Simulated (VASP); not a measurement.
# MgH2 (Fm-3m) in VASP: a series of runs, part 2 of 3

VASP 6.6.1. Earlier steps stand in the parts before.

**6. Single point, HSE06**

POSCAR

```
MgH2
1.0
    0.0000000000      2.3649613280      2.3649613280
    2.3649613280      0.0000000000      2.3649613280
    2.3649613280      2.3649613280      0.0000000000
Mg H
1 2
Direct
    0.0000000000      0.0000000000      0.0000000000
    0.2500000000      0.2500000000      0.2500000000
    0.7500000000      0.7500000000      0.7500000000
```

INCAR.step1

```
  PREC = Accurate
  ENCUT = 520
  EDIFF = 1E-5
  ISMEAR = -1
  SIGMA = 0.02
  LREAL = False
  LASPH = True
  NELM = 120
  ALGO = Normal
  ISIF = 2
  LWAVE = True
  GGA = PE
  NBANDS = 9
  GGA_COMPAT = False
```

INCAR.step2

```
  PREC = Accurate
  ENCUT = 520
  EDIFF = 1E-6
  ISMEAR = -1
  SIGMA = 0.02
  LREAL = False
  LASPH = True
  NELM = 120
  ALGO = Normal
  ISIF = 2
  LWAVE = False
  LCHARG = True
  GGA = PE
  LHFCALC = True
  HFSCREEN = 0.2079
  PRECFOCK = Normal
  LELF = True
  LVHAR = True
  ISTART = 1
  NBANDS = 9
  GGA_COMPAT = False
```

KPOINTS

```
Automatic mesh
0
Gamma
  4 4 4
```

Potentials or basis: VASP PAW PBE potentials, release 64 (Mg, H).

Command:

```console
$ cat potpaw_PBE.64/Mg/POTCAR potpaw_PBE.64/H/POTCAR > POTCAR
$ cp INCAR.step1 INCAR
$ mpirun -np 1 vasp_std > vasp.out
$ cp INCAR.step2 INCAR
$ mpirun -np 1 vasp_std > vasp.out
```

OUTCAR:

```text
PREC = Accurate
   ENCUT = 520
   EDIFF = 1E-6
   ISMEAR = -1
   LREAL = False
   LASPH = True
   NELM = 120
   ISIF = 2
   GGA = PE
   LHFCALC = True
   HFSCREEN = 0.2079
   PRECFOCK = Normal
   ISTART = 1

 ion  position               nearest neighbor table
   1  0.000  0.000  0.000-   2 2.05   3 2.05   3 2.05   3 2.05   3 2.05   2 2.05   2 2.05   2 2.05

   2  0.250  0.250  0.250-   1 2.05   1 2.05   1 2.05   1 2.05
   3  0.750  0.750  0.750-   1 2.05   1 2.05   1 2.05   1 2.05

  LATTYP: Found a face centered cubic cell.
 ALAT       =     4.7299226560

  Lattice vectors:

 A1 = (   0.0000000000,   2.3649613280,   2.3649613280)
 A2 = (   2.3649613280,   0.0000000000,   2.3649613280)
 A3 = (   2.3649613280,   2.3649613280,   0.0000000000)

Analysis of symmetry for initial positions (statically):
=====================================================================
 Subroutine PRICEL returns:
 Original cell was already a primitive cell.

 Routine SETGRP: Setting up the symmetry group for a
 face centered cubic supercell.

 Subroutine GETGRP returns: Found 48 space group operations
 (whereof 48 operations were pure point group operations)
 out of a pool of 48 trial point group operations.

The static configuration has the point symmetry O_h .

Analysis of symmetry for dynamics (positions and initial velocities):
=====================================================================
 Subroutine PRICEL returns:
 Original cell was already a primitive cell.

 Routine SETGRP: Setting up the symmetry group for a
 face centered cubic supercell.

 Subroutine GETGRP returns: Found 48 space group operations
 (whereof 48 operations were pure point group operations)
 out of a pool of 48 trial point group operations.

The dynamic configuration has the point symmetry O_h .

 Subroutine INISYM returns: Found 48 space group operations
 (whereof 48 operations are pure point group operations),
 and found     1 'primitive' translations

----------------------------------------------------------------------------------------

                                     Primitive cell

  volume of cell :      26.4547

  direct lattice vectors                    reciprocal lattice vectors
     0.000000000  2.364961328  2.364961328    -0.211419948  0.211419948  0.211419948
     2.364961328  0.000000000  2.364961328     0.211419948 -0.211419948  0.211419948
     2.364961328  2.364961328  0.000000000     0.211419948  0.211419948 -0.211419948

  length of vectors
     3.344560385  3.344560385  3.344560385     0.366190091  0.366190091  0.366190091

  position of ions in fractional coordinates (direct lattice)
     0.000000000  0.000000000  0.000000000
     0.250000000  0.250000000  0.250000000
     0.750000000  0.750000000  0.750000000

  ion indices of the primitive-cell ions
   primitive index   ion index
                 1           1
                 2           2
                 3           3

----------------------------------------------------------------------------------------

 KPOINTS: Automatic mesh

[... 34 lines left out ...]
   total plane-waves  NPLWV =  21952
   dimension x,y,z NGX =    28 NGY =   28 NGZ =   28
   dimension x,y,z NGXF=    56 NGYF=   56 NGZF=   56
   ions per type =               1   2
   NGX,Y,Z   is equivalent  to a cutoff of  13.92, 13.92, 13.92 a.u.
   NGXF,Y,Z  is equivalent  to a cutoff of  27.84, 27.84, 27.84 a.u.
 SYSTEM =  unknown system
   PREC   = accura    normal or accurate (medium, high low for compatibility)
   ISTART =      1    job   : 0-new  1-cont  2-samecut
   ICHARG =      0    charge: 1-file 2-atom 10-const
   ISPIN  =      1    spin polarized calculation?
   LNONCOLLINEAR =      F non collinear calculations
   LSORBIT =      F    spin-orbit coupling
   LASPH  =      T    aspherical Exc in radial PAW
   ENCUT  =  520.0 eV  38.22 Ry    6.18 a.u.   6.22  6.22  6.22*2*pi/ulx,y,z
   NELM   =    120;   NELMIN=  2; NELMDL=  0     # of ELM steps
   EDIFF  = 0.1E-05   stopping-criterion for ELM
   LREAL  =      F    real-space projection
   EDIFFG = 0.1E-04   stopping-criterion for IOM
   NSW    =      0    number of steps for IOM
   IBRION =     -1    ionic relax: 0-MD 1-quasi-New 2-CG
   NFREE  =      0    steps in history (QN), initial steepest desc. (CG)
   ISIF   =      2    stress and relaxation
   ISYM   =      3    0-nonsym 1-usesym 2-fastsym
   POTIM  = 0.5000    time-step for ionic-motion
   TEBEG  =    0.0;   TEEND  =   0.0 temperature during run
   PSTRESS=    0.0 pullay stress
   NELECT =       4.0000    total number of electrons
   NUPDOWN=      -1.0000    fix difference up-down
   EMIN   =  10.00;   EMAX   =-10.00  energy-range for DOS
   EFERMI =   0.00;   METHOD = LEGACY
   ISMEAR =    -1;   SIGMA  =   0.02  broadening in eV -4-tet -1-fermi 0-gaus
   EFERMI_NEDOS =   21; number of points for ismear=-14 and -15
   IALGO  =     38    algorithm
   IMIX   =      1    mixing-type and parameters
     AMIX     =   0.40;   BMIX     =  1.00
     AMIX_MAG =   1.60;   BMIX_MAG =  1.00
  volume/ion in A,a.u.               =       8.82        59.51
  Fermi-wavevector in a.u.,A,eV,Ry     =   0.872156  1.648136 10.349352  0.760656
  Thomas-Fermi vector in A             =   1.991365
   LORBIT       =      0    0 simple, 1 ext, 2 COOP (PROOUT), +10 PAW based schemes
   GGA     = PE    functional components
   LHFCALC =     T    Hartree Fock is set to
   PRECFOCK=normal    Normal, Fast or Accurate (Low or Medium for compatibility)
   ENCUT4O =  -1.0   cutoff for four orbital integrals eV
   NKREDX  =     1    reduce k-point grid by
   NKREDY  =     1    reduce k-point grid by
   NKREDZ  =     1    reduce k-point grid by
   AEXX    =    0.2500 exact exchange contribution
   HFSCREEN=    0.2079 screening length (either q_TF or 0.3 A-1)
   HFSCREENC=   0.2079 screening length for correlation (either q_TF or 0.3 A-1)
   ENCUTFOCK=  -1.0 apply spherical cutoff to Coloumb kernel
   IVDW    =     0    specifies the selected vdW correction
   LEPSILON=     F    determine dielectric tensor
   LRPA    =     F    only Hartree local field effects (RPA)
 non-spin polarized calculation
  energy-cutoff  :      520.00
  volume of cell :       26.45
 maximum number of plane-waves:       725
 NGX is ok and might be reduce to    28
  NGX = 20; NGY = 20; NGZ = 20

 number of electron       4.0000000 magnetization

 Free energy of the ion-electron system (eV)
  ---------------------------------------------------
  ext. energy  EPLUGINS =         0.00000000
  ---------------------------------------------------
  free energy    TOTEN  =        -9.67490699 eV

  energy without entropy =       -9.67371352  energy(sigma->0) =       -9.67431025

 E-fermi :   2.9164     XC(G=0):  -7.5256

 val. band max:        1.4113454874   @ k =   0.2500   0.2500   0.0000
 cond. band min:       2.9302768063   @ k =   0.5000   0.5000   0.0000
 fundamental gap:      1.5189313189
 Fermi energy:         2.9164138627

 k-point     1 :       0.0000    0.0000    0.0000
  band No.  band energies     occupation
      1      -8.4732      2.00000
      2       3.7471      0.00000
      3      13.1196      0.00000
      4      13.1196      0.00000
      5      13.1196      0.00000
      6      15.9268      0.00000
      7      15.9268      0.00000
      8      15.9268      0.00000
      9      16.7979      0.00000
[... 73 lines left out ...]
 k-point     8 :      -0.2500    0.5000    0.2500
  band No.  band energies     occupation
      1      -2.3522      2.00000
      2      -2.3522      2.00000
      3       4.3502      0.00000
      4       5.0165      0.00000
      5      13.6943      0.00000
      6      13.6943      0.00000
      7      17.3844      0.00000
      8      18.8929      0.00000
      9      25.0180      0.00000

------------------------ aborting loop because EDIFF is reached ----------------------------------------

  FORCE on cell =-STRESS in cart. coord.  units (eV):
  Direction    XX          YY          ZZ          XY          YZ          ZX
  --------------------------------------------------------------------------------------
  -------------------------------------------------------------------------------------
  Total       -0.0726778     -0.0726778     -0.0726778      0.0000000      0.0000000     -0.0000000
  in kB       -4.4015935     -4.4015935     -4.4015935      0.0000000      0.0000000     -0.0000000
  external PRESSURE =      -4.4015935 kB  Pullay stress =       0.0000000 kB

 VOLUME and BASIS-vectors are now :
 -----------------------------------------------------------------------------
  energy-cutoff  :      520.00
  volume of cell :       26.45
      direct lattice vectors                 reciprocal lattice vectors
     0.000000000  2.364961328  2.364961328    -0.211419948  0.211419948  0.211419948
     2.364961328  0.000000000  2.364961328     0.211419948 -0.211419948  0.211419948
     2.364961328  2.364961328  0.000000000     0.211419948  0.211419948 -0.211419948

 POSITION                                       TOTAL-FORCE (eV/Angst)
 -----------------------------------------------------------------------------------
      0.00000      0.00000      0.00000        -0.000000      0.000000     -0.000000
      1.18248      1.18248      1.18248         0.000000     -0.000000      0.000000
      3.54744      3.54744      3.54744         0.000000     -0.000000      0.000000
 -----------------------------------------------------------------------------------
    total drift:                                0.000022      0.000052      0.000052

  FREE ENERGIE OF THE ION-ELECTRON SYSTEM (eV)
  ---------------------------------------------------
  free  energy   TOTEN  =        -9.6749069850 eV

  energy  without entropy=       -9.6737135210  energy(sigma->0) =       -9.67431025
```

It took 97 s on 1 thread of Intel Xeon 8259CL, shared host; peak memory 0.26 GiB.

Results:

| Item | Value |
| --- | --- |
| Free energy | -9.6749 eV |
| Pressure | -0.4 GPa |
| Band gap on the k mesh | zero (bands 2 and 3 overlap by 0.82 eV) |

Caveat: the k points lie up to 0.58 Å⁻¹ apart, too coarse for converged energies and pressures of a metal; the PAW data sets were made with another functional, which shifts forces and pressure a little.

(Part 2 of 3 ends here.)
